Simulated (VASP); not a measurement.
Input of a VASP 6.6.1 run:

File POSCAR:

```
W
1.0
   -1.5844839935      1.5844839935      1.5844839935
    1.5844839935     -1.5844839935      1.5844839935
    1.5844839935      1.5844839935     -1.5844839935
W
1
Direct
    0.0000000000      0.0000000000      0.0000000000
```

The input INCAR.step1:

```
PREC     = Accurate       # precision mode
ENCUT    = 520            # plane-wave cutoff, eV
ISMEAR   = 0              # smearing method
SIGMA    = 0.1            # smearing width, eV
LREAL    = F              # projectors in reciprocal space
LASPH    = T              # aspherical terms in the spheres
NELM     = 80             # most SCF steps
NBANDS   = 13             # bands
GGA      = PE             # functional
ALGO     = Normal         # electronic algorithm
EDIFF    = 1E-4           # SCF threshold, eV
LWAVE    = T              # write WAVECAR
LCHARG   = F              # write CHGCAR
```

Contents of INCAR.step2:

```
PREC     = Accurate       # precision mode
ENCUT    = 520            # plane-wave cutoff, eV
EDIFF    = 1E-6           # SCF threshold, eV
ISMEAR   = 0              # smearing method
SIGMA    = 0.1            # smearing width, eV
LREAL    = F              # projectors in reciprocal space
LASPH    = T              # aspherical terms in the spheres
NELM     = 80             # most SCF steps
ALGO     = Normal         # electronic algorithm
ISIF     = 2              # what is computed and relaxed
LWAVE    = F              # write WAVECAR
LCHARG   = F              # write CHGCAR
METAGGA  = R2SCAN         # meta-GGA
LMIXTAU  = T            
NBANDS   = 13             # bands
ISTART   = 1
```

File KPOINTS:

```
Automatic mesh
0
Gamma
  16 16 16
```

Potentials or basis: VASP PAW PBE potentials, release 64 (W_sv).

Command:

```sh
$ cat potpaw_PBE.64/W_sv/POTCAR > POTCAR
$ cp INCAR.step1 INCAR
$ mpirun -np 1 vasp_std > vasp.out
$ cp INCAR.step2 INCAR
$ mpirun -np 1 vasp_std > vasp.out
```

Task: What does it give for the pressure?

Result: 1.1 GPa.

Task: What does it give for the band gap on the k mesh?

Result: Zero (bands 7 and 8 overlap by 6.58 eV).

Caveat: the PAW data sets were made with another functional, which shifts forces and pressure a little; spin-orbit coupling is left out, which moves the levels of the heavy elements.
